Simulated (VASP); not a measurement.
Input of a VASP 6.6.1 run:

File INCAR:

```
SYSTEM = AlN
  ALGO = Normal
  EDIFF = 1E-8
  ENCUT = 520
  ISIF = 2
  ISMEAR = 0
  LASPH = .True.
  LCALCEPS = .True.
  LCHARG = .False.
  LMIXTAU = .True.
  LREAL = .False.
  LWAVE = .False.
  METAGGA = R2SCAN
  NELM = 80
  PREC = Accurate
  SIGMA = 0.01
```

File KPOINTS:

```
k-points
0
Gamma
  9 9 4
  0 0 0
```

POSCAR

```
AlN
1.0
    3.0756268226      0.0000000000      0.0000000000
   -1.5378134113      2.6635709609      0.0000000000
    0.0000000000      0.0000000000      4.9288056364
Al N
2 2
Direct
    0.3333333333      0.6666666667     -0.0033962569
    0.6666666667      0.3333333333      0.4966037431
    0.3333333333      0.6666666667      0.3783962569
    0.6666666667      0.3333333333      0.8783962569
```

Potentials or basis: VASP PAW PBE potentials, release 64 (Al, N).

Launch:

```bash
$ cat potpaw_PBE.64/Al/POTCAR potpaw_PBE.64/N/POTCAR > POTCAR
$ mpirun -np 1 vasp_std > vasp.out
```

Predict the electronic dielectric tensor (diagonal).

4.08, 4.08, 4.27.

Estimate the Born charges (mean of the diagonal).

Al +2.55; N -2.55 e.

Predict the band gap on the k mesh.

5.20 eV.

Electronic dielectric tensor:
```
4.08 0.00 0.00
0.00 4.08 0.00
0.00 0.00 4.27
```

Caveat: the cell differs from its parent crystal (strain -1.0%).
